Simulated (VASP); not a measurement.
# Si10HC in VASP: single point with PBEsol

Aim: the single point of Si10HC with PBEsol.

Everything below comes from runs of VASP 6.6.1. Logs are shortened: lines on timing, memory, paths and dates and some standing lists are left out, and cuts for length are marked.

**1. The cell of the first run**

The cell holds a slab with vacuum, 12 atoms: a = 3.825 Å, b = 3.825 Å, c = 33.545 Å, α = 90.00°, β = 90.00°, γ = 120.00°.

**2. Single point, PBEsol, collinear spin, ferromagnetic start**

Input file INCAR:

```
  PREC = Accurate
  ENCUT = 520
  EDIFF = 1E-7
  ISMEAR = 0
  SIGMA = 0.05
  LREAL = False
  LASPH = True
  NELM = 150
  ALGO = Normal
  ISIF = 2
  LWAVE = False
  LCHARG = True
  ISPIN = 2
  MAGMOM = 0 0 0 0 0 0 0 0 0 0 1 0
  LORBIT = 11
  LDIPOL = True
  IDIPOL = 3
  DIPOL = 0.5 0.5 0.489
  GGA = PS
  LELF = True
  LVHAR = True
  LVACPOTAV = True
  NBANDS = 38
```

Input file KPOINTS:

```
regular mesh
0
Gamma
  9 9 1
```

Input file POSCAR:

```
Si10HC
1.0
    3.8248883545      0.0000000000      0.0000000000
   -1.9124441773      3.3124504817      0.0000000000
    0.0000000000      0.0000000000     33.5454325990
Si C H
10 1 1
Direct
    0.3333333333      0.6666666667      0.2533876996
    0.6666666667      0.3333333333      0.2771414802
    0.6666666667      0.3333333333      0.3476524086
    0.3333333333      0.6666666667      0.3714061890
    0.3333333333      0.6666666667      0.4419171174
    0.6666666667      0.3333333333      0.4658553086
    0.6666666667      0.3333333333      0.5364139706
    0.3333333333      0.6666666667      0.5597596031
    0.3333333333      0.6666666667      0.6293427807
    0.6666666667      0.3333333333      0.6653007008
    0.0000000000      0.0000000000      0.6403142734
    0.0000000000      0.0000000000      0.6739942861
```

Potentials or basis: VASP PAW PBE potentials, release 64 (Si, C, H).

The run is started by

```
> cat potpaw_PBE.64/Si/POTCAR potpaw_PBE.64/C/POTCAR potpaw_PBE.64/H/POTCAR > POTCAR
> mpirun -np 1 vasp_std > vasp.out
```

OUTCAR:

```text
PREC = Accurate
   ENCUT = 520
   EDIFF = 1E-7
   ISMEAR = 0
   LREAL = False
   LASPH = True
   NELM = 150
   ISIF = 2
   ISPIN = 2
   LORBIT = 11
   GGA = PS

 ion  position               nearest neighbor table
   1  0.333  0.667  0.253-   2 2.35   2 2.35   2 2.35
   2  0.667  0.333  0.277-   1 2.35   1 2.35   1 2.35   3 2.37
   3  0.667  0.333  0.348-   4 2.35   4 2.35   4 2.35   2 2.37
   4  0.333  0.667  0.371-   3 2.35   3 2.35   3 2.35   5 2.37
   5  0.333  0.667  0.442-   6 2.35   6 2.35   6 2.35   4 2.37
   6  0.667  0.333  0.466-   5 2.35   5 2.35   5 2.35   7 2.37
   7  0.667  0.333  0.536-   8 2.34   8 2.34   8 2.34   6 2.37
   8  0.333  0.667  0.560-   9 2.33   7 2.34   7 2.34   7 2.34
   9  0.333  0.667  0.629-  11 2.24  11 2.24  11 2.24   8 2.33  10 2.52  10 2.52  10 2.52
  10  0.667  0.333  0.665-  11 2.36  11 2.36  11 2.36   9 2.52   9 2.52   9 2.52
  11  0.000  0.000  0.640-  12 1.13   9 2.24   9 2.24   9 2.24  10 2.36  10 2.36  10 2.36
  12  0.000  0.000  0.674-  11 1.13

  LATTYP: Found a hexagonal cell.
 ALAT       =     3.8248883545
 C/A-ratio  =     8.7703037291

  Lattice vectors:

 A1 = (   3.8248883545,   0.0000000000,   0.0000000000)
 A2 = (  -1.9124441773,   3.3124504817,   0.0000000000)
 A3 = (   0.0000000000,   0.0000000000,  33.5454325990)

Analysis of symmetry for initial positions (statically):
=====================================================================
 Subroutine PRICEL returns:
 Original cell was already a primitive cell.

 Routine SETGRP: Setting up the symmetry group for a
 hexagonal supercell.

 Subroutine GETGRP returns: Found  6 space group operations
 (whereof  6 operations were pure point group operations)
 out of a pool of 24 trial point group operations.

The static configuration has the point symmetry C_3v.

Analysis of symmetry for dynamics (positions and initial velocities):
=====================================================================
 Subroutine PRICEL returns:
 Original cell was already a primitive cell.

 Routine SETGRP: Setting up the symmetry group for a
 hexagonal supercell.

 Subroutine GETGRP returns: Found  6 space group operations
 (whereof  6 operations were pure point group operations)
 out of a pool of 24 trial point group operations.

The dynamic configuration has the point symmetry C_3v.

Analysis of structural, dynamic, and magnetic symmetry:
=====================================================================
 Subroutine PRICEL returns:
 Original cell was already a primitive cell.

 Routine SETGRP: Setting up the symmetry group for a
 hexagonal supercell.

 Subroutine GETGRP returns: Found  6 space group operations
 (whereof  6 operations were pure point group operations)
 out of a pool of 24 trial point group operations.

The overall configuration has the point symmetry C_3v.

 Subroutine INISYM returns: Found  6 space group operations
 (whereof  6 operations are pure point group operations),
 and found     1 'primitive' translations

----------------------------------------------------------------------------------------

                                     Primitive cell

  volume of cell :     425.0124

  direct lattice vectors                    reciprocal lattice vectors
     3.824888355  0.000000000  0.000000000     0.261445540  0.150945653  0.000000000
    -1.912444177  3.312450482  0.000000000     0.000000000  0.301891305  0.000000000
     0.000000000  0.000000000 33.545432599     0.000000000  0.000000000  0.029810318

  length of vectors
     3.824888355  3.824888355 33.545432599     0.301891305  0.301891305  0.029810318

  position of ions in fractional coordinates (direct lattice)
     0.333333333  0.666666667  0.253387700
     0.666666667  0.333333333  0.277141480
     0.666666667  0.333333333  0.347652409
     0.333333333  0.666666667  0.371406189
     0.333333333  0.666666667  0.441917117
     0.666666667  0.333333333  0.465855309
     0.666666667  0.333333333  0.536413971
     0.333333333  0.666666667  0.559759603
     0.333333333  0.666666667  0.629342781
     0.666666667  0.333333333  0.665300701
     0.000000000  0.000000000  0.640314273
     0.000000000  0.000000000  0.673994286

  ion indices of the primitive-cell ions
[... 76 lines left out ...]
   IBRION =     -1    ionic relax: 0-MD 1-quasi-New 2-CG
   NFREE  =      0    steps in history (QN), initial steepest desc. (CG)
   ISIF   =      2    stress and relaxation
   ISYM   =      2    0-nonsym 1-usesym 2-fastsym
   POTIM  = 0.5000    time-step for ionic-motion
   TEBEG  =    0.0;   TEEND  =   0.0 temperature during run
   PSTRESS=    0.0 pullay stress
   NELECT =      45.0000    total number of electrons
   NUPDOWN=      -1.0000    fix difference up-down
   EMIN   =  10.00;   EMAX   =-10.00  energy-range for DOS
   EFERMI =   0.00;   METHOD = LEGACY
   ISMEAR =     0;   SIGMA  =   0.05  broadening in eV -4-tet -1-fermi 0-gaus
   EFERMI_NEDOS =   21; number of points for ismear=-14 and -15
   IALGO  =     38    algorithm
   IMIX   =      4    mixing-type and parameters
     AMIX     =   0.40;   BMIX     =  1.00
     AMIX_MAG =   1.60;   BMIX_MAG =  1.00
  volume/ion in A,a.u.               =      35.42       239.01
  Fermi-wavevector in a.u.,A,eV,Ry     =   0.774483  1.463560  8.161097  0.599824
  Thomas-Fermi vector in A             =   1.876549
   LORBIT       =     11    0 simple, 1 ext, 2 COOP (PROOUT), +10 PAW based schemes
   GGA     = PS    functional components
   LHFCALC =     F    Hartree Fock is set to
   AEXX    =    0.0000 exact exchange contribution
   IVDW    =     0    specifies the selected vdW correction
   LEPSILON=     F    determine dielectric tensor
   LRPA    =     F    only Hartree local field effects (RPA)
 spin polarized calculation
 Gauss-broadening in eV      SIGMA  =   0.05
  energy-cutoff  :      520.00
  volume of cell :      425.01
 maximum number of plane-waves:     11505
   NGX = 15   NGY = 15   NGZ =125

 dipolmoment           0.000000      0.000000      0.071216 electrons x Angstroem

 number of electron      44.9999996 magnetization      -0.0000019

 number of electron      44.9999996 magnetization       0.0000025

 dipolmoment           0.000000      0.000000     -0.015304 electrons x Angstroem

 Free energy of the ion-electron system (eV)
  ---------------------------------------------------
  ext. energy  EPLUGINS =         0.00000000
  ---------------------------------------------------
  free energy    TOTEN  =       -64.78712374 eV

  energy without entropy =      -64.77743805  energy(sigma->0) =      -64.78228089

 E-fermi :   0.5041     XC(G=0):  -5.1508

 val. band max:        0.5018355101   @ k =   0.1111  -0.0000   0.0000
 cond. band min:       0.5148520265   @ k =   0.2222   0.2222   0.0000
 fundamental gap:      0.0130165164
 Fermi energy:         0.5040853189

 spin component 1

 k-point     1 :       0.0000    0.0000    0.0000
  band No.  band energies     occupation
      1     -14.4334      1.00000
      2     -11.4105      1.00000
      3     -10.9203      1.00000
      4     -10.2229      1.00000
      5      -9.4939      1.00000
      6      -7.4033      1.00000
[... 433 lines left out ...]
     33       5.4305      0.00000
     34       5.9628      0.00000
 Fermi energy:         0.5040853189

 spin component 2

 k-point     1 :       0.0000    0.0000    0.0000
  band No.  band energies     occupation
      1     -14.4334      1.00000
      2     -11.4105      1.00000
      3     -10.9203      1.00000
      4     -10.2229      1.00000
      5      -9.4939      1.00000
      6      -7.4033      1.00000
[... 433 lines left out ...]
     33       5.4305      0.00000
     34       5.9628      0.00000
 [bands above 34 left out]

------------------------ aborting loop because EDIFF is reached ----------------------------------------

  FORCE on cell =-STRESS in cart. coord.  units (eV):
  Direction    XX          YY          ZZ          XY          YZ          ZX
  --------------------------------------------------------------------------------------
  -------------------------------------------------------------------------------------
  Total       -0.4260806     -0.4260806      0.0777542      0.0000000      0.0000000      0.0000000
  in kB       -1.6062043     -1.6062043      0.2931114      0.0000000      0.0000000      0.0000000
  external PRESSURE =      -0.9730991 kB  Pullay stress =       0.0000000 kB

 VOLUME and BASIS-vectors are now :
 -----------------------------------------------------------------------------
  energy-cutoff  :      520.00
  volume of cell :      425.01
      direct lattice vectors                 reciprocal lattice vectors
     3.824888355  0.000000000  0.000000000     0.261445540  0.150945653  0.000000000
    -1.912444177  3.312450482  0.000000000     0.000000000  0.301891305  0.000000000
     0.000000000  0.000000000 33.545432599     0.000000000  0.000000000  0.029810318

 POSITION                                       TOTAL-FORCE (eV/Angst)
 -----------------------------------------------------------------------------------
     -0.00000      2.20830      8.50000        -0.000000      0.000000      0.584698
      1.91244      1.10415      9.29683        -0.000000      0.000000     -0.716474
      1.91244      1.10415     11.66215         0.000000     -0.000000      0.189376
     -0.00000      2.20830     12.45898        -0.000000      0.000000     -0.105683
     -0.00000      2.20830     14.82430        -0.000000      0.000000      0.022663
      1.91244      1.10415     15.62732         0.000000      0.000000     -0.013145
      1.91244      1.10415     17.99424        -0.000000     -0.000000      0.035804
     -0.00000      2.20830     18.77738        -0.000000      0.000000     -0.010104
     -0.00000      2.20830     21.11158        -0.000000      0.000000     -0.016397
      1.91244      1.10415     22.31780         0.000000      0.000000     -0.001514
      0.00000      0.00000     21.47962         0.000000      0.000000     -0.008111
      0.00000      0.00000     22.60943        -0.000000      0.000000      0.038887
 -----------------------------------------------------------------------------------
    total drift:                               -0.000000     -0.000000      0.000290

  FREE ENERGIE OF THE ION-ELECTRON SYSTEM (eV)
  ---------------------------------------------------
  free  energy   TOTEN  =       -64.7871237371 eV

  energy  without entropy=      -64.7774380462  energy(sigma->0) =      -64.78228089

 vacuum level on the upper side and lower side of the slab         5.100         5.319

 total charge

# of ion       s       p       d       tot
------------------------------------------
    1        0.806   0.845   0.000   1.651
    2        0.756   0.920   0.000   1.677
    3        0.764   0.909   0.000   1.673
    4        0.758   0.930   0.000   1.688
    5        0.755   0.930   0.000   1.685
    6        0.755   0.932   0.000   1.688
    7        0.752   0.938   0.000   1.690
    8        0.752   0.949   0.000   1.701
    9        0.773   0.806   0.000   1.579
   10        0.910   0.667   0.000   1.577
   11        0.924   1.364   0.000   2.288
   12        0.598   0.052   0.000   0.651
--------------------------------------------------
tot          9.305  10.243   0.000  19.548

 magnetization (x)

# of ion       s       p       d       tot
------------------------------------------
    1        0.000   0.000   0.000   0.000
    2        0.000   0.000   0.000   0.000
    3       -0.000   0.000   0.000  -0.000
    4        0.000   0.000   0.000   0.000
    5        0.000   0.000   0.000   0.000
    6       -0.000   0.000   0.000   0.000
    7       -0.000   0.000   0.000   0.000
    8       -0.000   0.000   0.000  -0.000
    9        0.000   0.000   0.000   0.000
   10        0.000   0.000   0.000   0.000
   11        0.000   0.000   0.000   0.000
   12       -0.000  -0.000   0.000  -0.000
--------------------------------------------------
tot          0.000   0.000   0.000   0.000
```

Wall time 34 min (1 thread of Intel Xeon Platinum 8259CL at 2.50GHz (Skylake/Cascade Lake), shared host); peak memory 0.8 GiB.

Results:

```yaml
Free_energy: -64.7871 eV
Largest_force: 0.716 eV/Å
Net_moment: 0.00 μB per cell
Valence_electrons_inside_the_program's_atomic_spheres: Si 1.65, 1.68, 1.67, 1.69, 1.70, 1.58; C 2.29; H 0.65
```

Forces on the atoms (eV/Å):
```
Si   0.000  0.000  0.585
Si   0.000  0.000 -0.716
Si   0.000  0.000  0.189
Si   0.000  0.000 -0.106
Si   0.000  0.000  0.023
Si   0.000  0.000 -0.013
Si   0.000  0.000  0.036
Si   0.000  0.000 -0.010
Si   0.000  0.000 -0.016
Si   0.000  0.000 -0.002
C    0.000  0.000 -0.008
H    0.000  0.000  0.039
```

Levels at points of the mesh, in eV from the Fermi level:
Spin up:
```
           k point  band 18  band 19  band 20  band 21  band 22  band 23  band 24  band 25  band 26  band 27
(0.00, 0.00, 0.00)    -0.65    -0.65    -0.22    -0.22     0.14     0.14     0.16     0.33     1.31     1.76
```
Spin down:
```
           k point  band 18  band 19  band 20  band 21  band 22  band 23  band 24  band 25  band 26  band 27
(0.00, 0.00, 0.00)    -0.65    -0.65    -0.22    -0.22     0.14     0.14     0.16     0.33     1.31     1.76
```

Caveat: the PAW data sets were made with another functional, which shifts forces and pressure a little.
